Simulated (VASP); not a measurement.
A run of VASP 6.6.1:

Contents of INCAR:

```
  PREC = Accurate
  ENCUT = 500
  EDIFF = 1E-6
  ISMEAR = -1
  SIGMA = 0.1
  LREAL = False
  LASPH = True
  NELM = 120
  ALGO = Normal
  ISIF = 2
  LWAVE = False
  LCHARG = False
  NBANDS = 12
  GGA_COMPAT = False
```

File KPOINTS:

```
Automatic mesh
0
Gamma
  9 9 9
```

The input POSCAR:

```
Ti
1.0
    0.0000000000      2.0033753339      2.0033753339
    2.0033753339      0.0000000000      2.0033753339
    2.0033753339      2.0033753339      0.0000000000
Ti
1
Direct
    0.0000000000      0.0000000000      0.0000000000
```

Potentials or basis: VASP PAW LDA potentials, release 64 (Ti_sv).

Command:

```console
$ cat potpaw_LDA.64/Ti_sv/POTCAR > POTCAR
$ mpirun -np 1 vasp_std > vasp.out
```

Hardware: 1 thread of Intel(R) Xeon(R) Platinum 8488C (Sapphire Rapids) (shared host).

Question: Estimate the wall time of this run.

Answer: Run time: 3.9 s on 1 thread of Intel(R) Xeon(R) Platinum 8488C (Sapphire Rapids), with other jobs on the host, peak memory 0.12 GiB. Counts: scf iterations 12, k points 35.
